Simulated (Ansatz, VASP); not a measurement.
Two plane-wave programs on BaS

The input POSCAR:

```
BaS
1.0
    0.0000000000      3.2117958733      3.2117958733
    3.2117958733      0.0000000000      3.2117958733
    3.2117958733      3.2117958733      0.0000000000
Ba S
1 1
Direct
    0.0000000000      0.0000000000      0.0000000000
    0.5000000000      0.5000000000      0.5000000000
```

Contents of INCAR.step1:

```
PREC = Accurate
ENCUT = 520
EDIFF = 1E-5
ISMEAR = 0
SIGMA = 0.01
LREAL = F
LASPH = T
NELM = 80
ALGO = Normal
ISIF = 2
LWAVE = T
GGA = PE
NBANDS = 15
```

The input INCAR.step2:

```
PREC = Accurate
ENCUT = 520
EDIFF = 1E-7
ISMEAR = 0
SIGMA = 0.01
LREAL = F
LASPH = T
NELM = 80
ALGO = Normal
ISIF = 2
LWAVE = F
LCHARG = T
GGA = PE
LHFCALC = T
HFSCREEN = 0.2079
PRECFOCK = Normal
LELF = T
LVHAR = T
ISTART = 1
NBANDS = 15
```

The input KPOINTS:

```
regular mesh
0
Gamma
  4 4 4
```

Input for Ansatz:

```yaml
crystal:
  lattice:
    - [0.0, 3.2117958733, 3.2117958733]
    - [3.2117958733, 0.0, 3.2117958733]
    - [3.2117958733, 3.2117958733, 0.0]
  atoms:
    - { symbol: Ba, position: [0.0, 0.0, 0.0] }
    - { symbol: S, position: [0.5, 0.5, 0.5] }
kpoints:
  mp_grid: { grid: [4, 4, 4] }
hamiltonian:
  xc: hse06
scf:
  occupations: { method: fixed }
  n_extra_bands: 4
  max_iter: 57
output:
  forces: true
  stress: true
  eigenvalues: true
basis:
  ecutrho_ratio: 12
```

Alike in both runs: task single point; functional HSE06; k mesh 4 × 4 × 4; no spin polarisation.

|  | VASP | Ansatz |
| --- | --- | --- |
| version | VASP 6.6.1 | Ansatz 0.2.0 |
| potentials or method | VASP PAW PBE potentials, release 64 (Ba_sv, S) | plane waves |
| plane-wave cutoff (eV) | 520 | 420 |
| occupations | gaussian, width 0.01 eV | fixed |
| valence electrons in the cell | 16 | 16 |

|  | VASP | Ansatz | Ansatz less VASP |
| --- | --- | --- | --- |
| gap on the k mesh at the Fermi level (eV) | 3.05 | 3.14 | +0.091 |
| pressure (GPa) | 0.2 | -0.3 | -0.51 |

Ansatz's warnings: stress exchange threshold loose, stress scf threshold loose.

The k mesh is coarse, so the values compare programs but aren't converged. Spin-orbit coupling is off throughout.
